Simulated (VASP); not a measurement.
# RuSe: single point with r2SCAN+U

RuSe:

```
Ru Se
1.0
     3.18769    0.00000    0.00000
     0.00000    3.18769    0.00000
     0.00000    0.00000    3.18769
Ru Se
1 1
Direct
  0.00000 0.00000 0.00000
  0.50000 0.50000 0.50000
```

| Item | Value |
| --- | --- |
| Program | VASP 6.6.1 |
| Task | single point |
| Functional | r2SCAN |
| Potentials or basis | VASP PAW PBE potentials, release 64 (Ru_pv, Se) |
| Cutoff | 520 eV |
| k mesh | 6 × 6 × 6 |
| Occupations | gaussian, width 0.05 eV |
| Spin | collinear spin, ferromagnetic start |
| Starting moments | [4.0, 0.0] μB |
| Hubbard terms | Ru d U = 2.0 eV |
| Dipole correction | no |
| Further INCAR settings | ALGO = Normal; EDIFF = 1e-06; NBANDS = 21 |

```
Pressure                                              : -7.5 GPa
Net moment                                            : 1.45 μB per cell
Site moments                                          : Ru +1.51; Se -0.02 μB
Valence electrons inside the program's atomic spheres : Ru 12.46; Se 3.81
```

Levels at points of the mesh, in eV from the Fermi level:
Spin up:
| k point | band 9 | band 10 | band 11 | band 12 | band 13 | band 14 |
| --- | --- | --- | --- | --- | --- | --- |
| (0.00, 0.00, 0.00) | -1.63 | -1.62 | -1.62 | -1.62 | 3.03 | 8.96 |
| (0.50, 0.00, 0.00) | -1.47 | -1.03 | 2.61 | 2.61 | 6.20 | 6.81 |
| (0.50, 0.50, 0.00) | -2.57 | -1.49 | -1.15 | 0.02 | 2.91 | 9.00 |
| (0.50, 0.50, 0.50) | -1.09 | 2.18 | 2.18 | 2.18 | 3.09 | 3.09 |
Spin down:
| k point | band 7 | band 8 | band 9 | band 10 | band 11 | band 12 |
| --- | --- | --- | --- | --- | --- | --- |
| (0.00, 0.00, 0.00) | -1.69 | -1.69 | -1.69 | 0.11 | 0.11 | 0.11 |
| (0.50, 0.00, 0.00) | -3.38 | -2.06 | 0.32 | 1.39 | 3.50 | 3.50 |
| (0.50, 0.50, 0.00) | -2.64 | -1.02 | -1.02 | -0.03 | 0.04 | 1.53 |
| (0.50, 0.50, 0.50) | -6.93 | 1.60 | 1.60 | 3.05 | 3.05 | 3.05 |

Eigenvalues of the final occupation matrices:
| site | spin | trace | eigenvalues |
| --- | --- | --- | --- |
| site 1 d | 1 | 3.83 | 0.71 0.71 0.71 0.85 0.85 |
| site 1 d | 2 | 2.31 | 0.45 0.45 0.47 0.47 0.47 |

It took 72 s on 1 thread of AMD EPYC 7R13 Processor (Zen 3) (shared host), peak memory 0.14 GiB.

Caveat: the PAW data sets were made with another functional, which shifts forces and pressure a little. The state reached can hang on the start; a lower one may exist.
